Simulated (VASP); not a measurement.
# PdCl4 (Pmmm) in VASP: a series of runs

The runs below take PdCl4 through single point, with PBE.

All numbers are computed with VASP 6.6.1; they aren't measurements. Logs are shortened: lines on timing, memory, paths and dates and some standing lists are left out, and cuts for length are marked.

## (1) The cell of the first run

Symmetry: Pmmm, No. 47, orthorhombic system. The conventional cell has a = 2.815 Å, b = 7.585 Å, c = 10.347 Å, α = 90.00°, β = 90.00°, γ = 90.00°. Pd (site symmetry mmm) has 4 Cl at 2.31 Å and 2 Pd at 2.81 Å within 3.0 Å. Cl (site symmetry m) has 1 Pd at 2.31 Å and 2 Cl at 2.81 Å within 3.0 Å.

## (2) Single point, PBE

The input, INCAR:

```
ALGO     = Normal         # electronic algorithm
EDIFF    = 1E-6           # SCF threshold, eV
ENCUT    = 520            # plane-wave cutoff, eV
GGA      = PE             # functional
ISIF     = 2              # what is computed and relaxed
ISMEAR   = 0              # smearing method
LASPH    = True           # aspherical terms in the spheres
LCHARG   = False          # write CHGCAR
LREAL    = False          # projectors in reciprocal space
LWAVE    = False          # write WAVECAR
NBANDS   = 49             # bands
NELM     = 100            # most SCF steps
PREC     = Accurate       # precision mode
SIGMA    = 0.2            # smearing width, eV
```

The input, KPOINTS:

```
k-points
0
Gamma
  8 2 2
```

The input, POSCAR:

```
PdCl4
1.0
   -2.8146710279      0.0000000000      0.0000000000
    0.0000000000      0.0000000000    -10.3465431423
    0.0000000000    -15.1709618975      0.0000000000
Pd Cl
2 8
Direct
    0.5000000000      0.5000000000      0.7500000000
    0.5000000000      0.5000000000      0.2500000000
    0.5000000000      0.3422866711      0.6424533846
    0.5000000000      0.3422866711      0.1424533846
    0.5000000000      0.3422866711      0.8575466154
    0.5000000000      0.3422866711      0.3575466154
    0.5000000000      0.6577133289      0.6424533846
    0.5000000000      0.6577133289      0.1424533846
    0.5000000000      0.6577133289      0.8575466154
    0.5000000000      0.6577133289      0.3575466154
```

Potentials or basis: VASP PAW PBE potentials, release 64 (Pd, Cl).

On the command line:

```console
> cat potpaw_PBE.64/Pd/POTCAR potpaw_PBE.64/Cl/POTCAR > POTCAR
> mpirun -np 1 vasp_std > vasp.out
```

OUTCAR:

```text
EDIFF = 1E-6
   ENCUT = 520
   GGA = PE
   ISIF = 2
   ISMEAR = 0
   LASPH = True
   LREAL = False
   NELM = 100
   PREC = Accurate

 ion  position               nearest neighbor table
   1  0.500  0.500  0.750-   3 2.31   5 2.31   7 2.31   9 2.31
   2  0.500  0.500  0.250-   4 2.31   6 2.31   8 2.31  10 2.31
   3  0.500  0.342  0.642-   1 2.31
   4  0.500  0.342  0.142-   2 2.31
   5  0.500  0.342  0.858-   1 2.31
   6  0.500  0.342  0.358-   2 2.31
   7  0.500  0.658  0.642-   1 2.31
   8  0.500  0.658  0.142-   2 2.31
   9  0.500  0.658  0.858-   1 2.31
  10  0.500  0.658  0.358-   2 2.31
[... 8 lines left out ...]
 A1 = (  -2.8146710279,   0.0000000000,   0.0000000000)
 A2 = (   0.0000000000,   0.0000000000, -10.3465431423)
 A3 = (   0.0000000000, -15.1709618975,   0.0000000000)

Analysis of symmetry for initial positions (statically):
=====================================================================
 Subroutine PRICEL returns following result:

  LATTYP: Found a simple orthorhombic cell.
 ALAT       =     2.8146710279
 B/A-ratio  =     2.6949795815
 C/A-ratio  =     3.6759333648

  Lattice vectors:

 A1 = (   2.8146710279,   0.0000000000,   0.0000000000)
 A2 = (   0.0000000000,  -7.5854809488,   0.0000000000)
 A3 = (   0.0000000000,   0.0000000000, -10.3465431423)

   2 primitive cells build up your supercell.

 Routine SETGRP: Setting up the symmetry group for a
 simple orthorhombic supercell.

 Subroutine GETGRP returns: Found  8 space group operations
 (whereof  8 operations were pure point group operations)
 out of a pool of  8 trial point group operations.

The static configuration has the point symmetry D_2h.

Analysis of symmetry for dynamics (positions and initial velocities):
=====================================================================
 Subroutine PRICEL returns following result:

  LATTYP: Found a simple orthorhombic cell.
 ALAT       =     2.8146710279
 B/A-ratio  =     2.6949795815
 C/A-ratio  =     3.6759333648

  Lattice vectors:

 A1 = (   2.8146710279,   0.0000000000,   0.0000000000)
 A2 = (   0.0000000000,  -7.5854809488,   0.0000000000)
 A3 = (   0.0000000000,   0.0000000000, -10.3465431423)

   2 primitive cells build up your supercell.
[... 111 lines left out ...]
   EDIFFG = 0.1E-04   stopping-criterion for IOM
   NSW    =      0    number of steps for IOM
   IBRION =     -1    ionic relax: 0-MD 1-quasi-New 2-CG
   NFREE  =      0    steps in history (QN), initial steepest desc. (CG)
   ISIF   =      2    stress and relaxation
   ISYM   =      2    0-nonsym 1-usesym 2-fastsym
   POTIM  = 0.5000    time-step for ionic-motion
   TEBEG  =    0.0;   TEEND  =   0.0 temperature during run
   PSTRESS=    0.0 pullay stress
   NELECT =      76.0000    total number of electrons
   NUPDOWN=      -1.0000    fix difference up-down
   EMIN   =  10.00;   EMAX   =-10.00  energy-range for DOS
   EFERMI =   0.00;   METHOD = LEGACY
   ISMEAR =     0;   SIGMA  =   0.20  broadening in eV -4-tet -1-fermi 0-gaus
   EFERMI_NEDOS =   21; number of points for ismear=-14 and -15
   IALGO  =     38    algorithm
   IMIX   =      4    mixing-type and parameters
     AMIX     =   0.40;   BMIX     =  1.00
     AMIX_MAG =   1.60;   BMIX_MAG =  1.00
  volume/ion in A,a.u.               =      44.18       298.15
  Fermi-wavevector in a.u.,A,eV,Ry     =   0.910474  1.720546 11.278715  0.828962
  Thomas-Fermi vector in A             =   2.034640
   LORBIT       =      0    0 simple, 1 ext, 2 COOP (PROOUT), +10 PAW based schemes
   GGA     = PE    functional components
   LHFCALC =     F    Hartree Fock is set to
   AEXX    =    0.0000 exact exchange contribution
   IVDW    =     0    specifies the selected vdW correction
   LEPSILON=     F    determine dielectric tensor
   LRPA    =     F    only Hartree local field effects (RPA)
 non-spin polarized calculation
 Gauss-broadening in eV      SIGMA  =   0.20
  energy-cutoff  :      520.00
  volume of cell :      441.81
 maximum number of plane-waves:     11928
 NGX is ok and might be reduce to    24

 number of electron      76.0000004 magnetization

 Free energy of the ion-electron system (eV)
  ---------------------------------------------------
  ext. energy  EPLUGINS =         0.00000000
  ---------------------------------------------------
  free energy    TOTEN  =       -26.83363749 eV

  energy without entropy =      -26.72834546  energy(sigma->0) =      -26.78099148

 E-fermi :  -2.1494     XC(G=0):  -5.6454

 val. band max:       -2.4311572015   @ k =   0.1250   0.0000   0.0000
 cond. band min:      -2.0580816431   @ k =   0.1250   0.0000   0.0000
 fundamental gap:      0.3730755585
 Fermi energy:        -2.1494448711

 k-point     1 :       0.0000    0.0000    0.0000
  band No.  band energies     occupation
      1     -17.5054      2.00000
      2     -17.4921      2.00000
      3     -17.0771      2.00000
      4     -17.0761      2.00000
      5     -17.0628      2.00000
      6     -17.0607      2.00000
[... 1029 lines left out ...]
     48       6.7002      0.00000
     49       6.9121      0.00000

------------------------ aborting loop because EDIFF is reached ----------------------------------------

  FORCE on cell =-STRESS in cart. coord.  units (eV):
  Direction    XX          YY          ZZ          XY          YZ          ZX
  --------------------------------------------------------------------------------------
  -------------------------------------------------------------------------------------
  Total        1.9316184     -1.2373922     -1.2600573      0.0000000      0.0000000      0.0000000
  in kB        7.0048024     -4.4872673     -4.5694596      0.0000000      0.0000000      0.0000000
  external PRESSURE =      -0.6839748 kB  Pullay stress =       0.0000000 kB

 VOLUME and BASIS-vectors are now :
 -----------------------------------------------------------------------------
  energy-cutoff  :      520.00
  volume of cell :      441.81
      direct lattice vectors                 reciprocal lattice vectors
    -2.814671028  0.000000000  0.000000000    -0.355281306  0.000000000  0.000000000
     0.000000000  0.000000000-10.346543142     0.000000000  0.000000000 -0.096650638
     0.000000000-15.170961897  0.000000000     0.000000000 -0.065915399  0.000000000

 POSITION                                       TOTAL-FORCE (eV/Angst)
 -----------------------------------------------------------------------------------
     -1.40734    -11.37822     -5.17327         0.000000     -0.000000      0.000000
     -1.40734     -3.79274     -5.17327         0.000000     -0.000000      0.000000
     -1.40734     -9.74664     -3.54148        -0.000000     -0.088503     -0.089051
     -1.40734     -2.16115     -3.54148        -0.000000     -0.088503     -0.089051
     -1.40734    -13.00981     -3.54148        -0.000000      0.088503     -0.089051
     -1.40734     -5.42433     -3.54148        -0.000000      0.088503     -0.089051
     -1.40734     -9.74664     -6.80506        -0.000000     -0.088503      0.089051
     -1.40734     -2.16115     -6.80506         0.000000     -0.088503      0.089051
     -1.40734    -13.00981     -6.80506        -0.000000      0.088503      0.089051
     -1.40734     -5.42433     -6.80506        -0.000000      0.088503      0.089051
 -----------------------------------------------------------------------------------
    total drift:                               -0.000000      0.000000      0.000000

  FREE ENERGIE OF THE ION-ELECTRON SYSTEM (eV)
  ---------------------------------------------------
  free  energy   TOTEN  =       -26.8336374944 eV

  energy  without entropy=      -26.7283454592  energy(sigma->0) =      -26.78099148
```

OSZICAR:

```text
N       E                     dE             d eps       ncg     rms          rms(c)
DAV:   1     0.620289652951E+03    0.62029E+03   -0.30661E+04  1960   0.126E+03
DAV:   2     0.468073211624E+02   -0.57348E+03   -0.55076E+03  2733   0.251E+02
DAV:   3    -0.287663391011E+02   -0.75574E+02   -0.73572E+02  2205   0.980E+01
[... 12 lines left out ...]
DAV:  16    -0.268336027025E+02   -0.17269E-03   -0.68506E-05  2042   0.483E-02    0.353E-02
DAV:  17    -0.268336278830E+02   -0.25181E-04   -0.89382E-06  1973   0.163E-02    0.311E-02
DAV:  18    -0.268336330500E+02   -0.51670E-05   -0.96617E-06  2055   0.109E-02    0.628E-03
DAV:  19    -0.268336360685E+02   -0.30185E-05   -0.14746E-06  1448   0.654E-03    0.318E-03
DAV:  20    -0.268336376020E+02   -0.15335E-05   -0.10267E-06  1430   0.368E-03    0.239E-03
DAV:  21    -0.268336374944E+02    0.10762E-06   -0.15093E-07  1372   0.161E-03
   1 F= -.26833637E+02 E0= -.26780991E+02  d E =-.105292E+00
```

stdout:

```text
POSCAR found type information on POSCAR PdCl
 POSCAR found :  2 types and      10 ions
 scaLAPACK will be used
 LDA part: xc-table for (Slater+PW92), standard interpolation
 POSCAR, INCAR and KPOINTS ok, starting setup
 FFT: planning ... GRIDC
 FFT: planning ... GRID_SOFT
 FFT: planning ... GRID
 WAVECAR not read
 entering main loop
```

Run time: 5.1 min. Hardware: 1 thread of Intel Xeon 6975P-C (Granite Rapids), shared host; peak memory 0.71 GiB.

Results:

| Item | Value |
| --- | --- |
| Free energy | -26.8336 eV |
| Pressure | -0.1 GPa |
| Largest force | 0.126 eV/Å |
| Band gap on the k mesh | zero (bands 38 and 39 overlap by 1.97 eV) |

Forces in eV/Å, atoms in the order of the input:
```
Pd   0.000  0.000  0.000
Pd   0.000  0.000  0.000
Cl   0.000 -0.089 -0.089
Cl   0.000 -0.089 -0.089
Cl   0.000  0.089 -0.089
Cl   0.000  0.089 -0.089
Cl   0.000 -0.089  0.089
Cl   0.000 -0.089  0.089
Cl   0.000  0.089  0.089
Cl   0.000  0.089  0.089
```

Stress tensor (GPa, compression positive):
```
 0.70  0.00  0.00
 0.00 -0.45  0.00
 0.00  0.00 -0.46
```

Caveat: this functional lacks dispersion, which binds layers or chains, so the pressure and a relaxed spacing across them are unreliable.

## (3) Single point, PBE, collinear spin

This run uses another cell than the first one: it holds 5 atoms, not 10.

The input, INCAR:

```
  PREC = Accurate
  ENCUT = 520
  EDIFF = 1E-7
  ISMEAR = 0
  SIGMA = 0.1
  LREAL = False
  LASPH = True
  NELM = 150
  ALGO = Normal
  ISIF = 2
  LWAVE = False
  LCHARG = True
  ISPIN = 2
  MAGMOM = 1 0 0 0 0
  LORBIT = 11
  LMAXMIX = 4
  GGA = PE
  LELF = True
  LVHAR = True
  NBANDS = 31
```

The input, KPOINTS:

```
Automatic mesh
0
Gamma
  6 4 2
```

The input, POSCAR:

```
PdCl4
1.0
    2.8181795225      0.0000000000      0.0000000000
    0.0000000000      7.2071965807      0.0000000000
    0.0000000000      0.0000000000     10.3501149061
Pd Cl
1 4
Direct
    0.5000000000      0.5000000000      0.5000000000
    0.5000000000      0.7260259298      0.6575648994
    0.5000000000      0.2739740702      0.6575648994
    0.5000000000      0.7260259298      0.3424351006
    0.5000000000      0.2739740702      0.3424351006
```

Potentials or basis: VASP PAW PBE potentials, release 64 (Pd, Cl).

On the command line:

```console
> cat potpaw_PBE.64/Pd/POTCAR potpaw_PBE.64/Cl/POTCAR > POTCAR
> mpirun -np 1 vasp_std > vasp.out
```

It took 14 min on 1 thread of Intel Xeon Platinum 8259CL at 2.50GHz (Skylake/Cascade Lake), shared host; peak memory 0.52 GiB.

Results (log left out):

| Property | Result |
| --- | --- |
| Free energy | -13.4381 eV |
| Pressure | 0.0 GPa |
| Largest force | 0.023 eV/Å |
| Net moment | 0.25 μB per cell |
| Site moments | Pd +0.05; Cl +0.04 μB |
| Valence electrons inside the program's atomic spheres | Pd 9.39; Cl 5.00 |

Forces on the atoms (eV/Å):
```
Pd   0.000  0.000  0.000
Cl   0.000 -0.020 -0.011
Cl   0.000  0.020 -0.011
Cl   0.000 -0.020  0.011
Cl   0.000  0.020  0.011
```

Stress tensor (GPa, compression positive):
```
-0.08  0.00  0.00
 0.00  0.04  0.00
 0.00  0.00 -0.09
```

Levels at points of the mesh, in eV from the Fermi level:
Spin up:
```tsv
k point	band 16	band 17	band 18	band 19	band 20	band 21	band 22	band 23
(0.00, 0.00, 0.00)	-1.13	0.56	0.84	1.09	1.11	1.27	5.02	6.60
(0.50, 0.00, 0.00)	-0.90	-0.72	-0.54	-0.29	0.38	1.81	4.47	7.90
(0.00, 0.50, 0.00)	-1.04	0.57	0.83	0.98	1.09	1.11	5.90	6.47
(0.50, 0.50, 0.00)	-1.03	-0.85	-0.45	-0.39	0.43	1.64	4.59	8.54
(0.00, 0.00, 0.50)	-1.13	0.56	0.84	1.09	1.11	1.26	5.25	6.14
(0.50, 0.00, 0.50)	-0.91	-0.72	-0.54	-0.29	0.38	1.81	4.47	7.93
(0.00, 0.50, 0.50)	-1.04	0.57	0.83	0.97	1.09	1.11	5.99	6.91
(0.50, 0.50, 0.50)	-1.03	-0.86	-0.45	-0.39	0.43	1.64	4.59	8.61
```
Spin down:
| k point | band 16 | band 17 | band 18 | band 19 | band 20 | band 21 | band 22 | band 23 |
| --- | --- | --- | --- | --- | --- | --- | --- | --- |
| (0.00, 0.00, 0.00) | -1.10 | 0.66 | 0.95 | 1.20 | 1.22 | 1.30 | 5.03 | 6.60 |
| (0.50, 0.00, 0.00) | -0.89 | -0.70 | -0.52 | -0.27 | 0.40 | 1.84 | 4.49 | 7.92 |
| (0.00, 0.50, 0.00) | -1.01 | 0.68 | 0.94 | 1.01 | 1.20 | 1.22 | 5.91 | 6.48 |
| (0.50, 0.50, 0.00) | -1.01 | -0.83 | -0.43 | -0.36 | 0.46 | 1.67 | 4.60 | 8.57 |
| (0.00, 0.00, 0.50) | -1.11 | 0.66 | 0.95 | 1.20 | 1.22 | 1.29 | 5.27 | 6.14 |
| (0.50, 0.00, 0.50) | -0.89 | -0.70 | -0.51 | -0.27 | 0.40 | 1.83 | 4.49 | 7.96 |
| (0.00, 0.50, 0.50) | -1.01 | 0.68 | 0.94 | 1.00 | 1.20 | 1.22 | 6.01 | 6.91 |
| (0.50, 0.50, 0.50) | -1.01 | -0.84 | -0.43 | -0.36 | 0.46 | 1.66 | 4.61 | 8.64 |

Caveat: the k points lie up to 0.37 Å⁻¹ apart; a moment this small can come from the mesh or the smearing; this functional lacks dispersion, which binds layers or chains, so the pressure and a relaxed spacing across them are unreliable.

The gap in the log of VASP goes by the Fermi energy; the results here count the filled bands.